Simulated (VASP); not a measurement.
## InGaAs2: single point with PBEsol

Crystal: InGaAs2.

```
In Ga As
1.0
     4.15050    0.00000    0.00000
     0.00000    4.15050    0.00000
     0.00000    0.00000   11.79126
In Ga As
2 2 4
Direct
  0.00000 0.00000 0.99108
  0.50000 0.50000 0.25892
  0.00000 0.00000 0.50890
  0.50000 0.50000 0.74110
  0.50000 0.00000 0.12500
  0.00000 0.50000 0.39388
  0.50000 0.00000 0.62500
  0.00000 0.50000 0.85612
```

```json
{"Program": "VASP 6.6.1", "Task": "single point", "Functional": "PBEsol", "Potentials or basis": "VASP PAW PBE potentials, release 64 (In_d, Ga_d, As)", "Cutoff": "520 eV", "k mesh": "8 × 8 × 3", "Occupations": "gaussian, width 0.01 eV", "Spin": "no spin polarisation"}
```

The pressure is 0.0 GPa and the band gap on the k mesh is zero (filled and empty bands touch).

Stress tensor (GPa, compression positive):
```
-0.02  0.00  0.00
 0.00 -0.02  0.00
 0.00  0.00  0.10
```

Levels at points of the mesh, in eV from the Fermi level:
```
           k point  band 33  band 34  band 35  band 36  band 37  band 38  band 39  band 40
(0.00, 0.00, 0.00)    -1.45    -0.15    -0.12     0.00     0.00     1.25     1.36     2.14
(0.50, 0.00, 0.00)    -1.10    -1.09    -0.82    -0.78     0.72     0.74     2.51     2.52
(0.50, 0.50, 0.00)    -2.51    -2.50    -2.50    -2.50     1.37     1.37     1.74     1.74
```

It took 5.4 min on 1 thread of Intel(R) Xeon(R) Platinum 8259CL CPU @ 2.50GHz (Skylake/Cascade Lake), with other jobs on the host, peak memory 0.46 GiB.

Caveat: semilocal functionals underestimate gaps, so a narrow gap can read as zero; the PAW data sets were made with another functional, which shifts forces and pressure a little; spin-orbit coupling is left out, which moves the levels of the heavy elements.
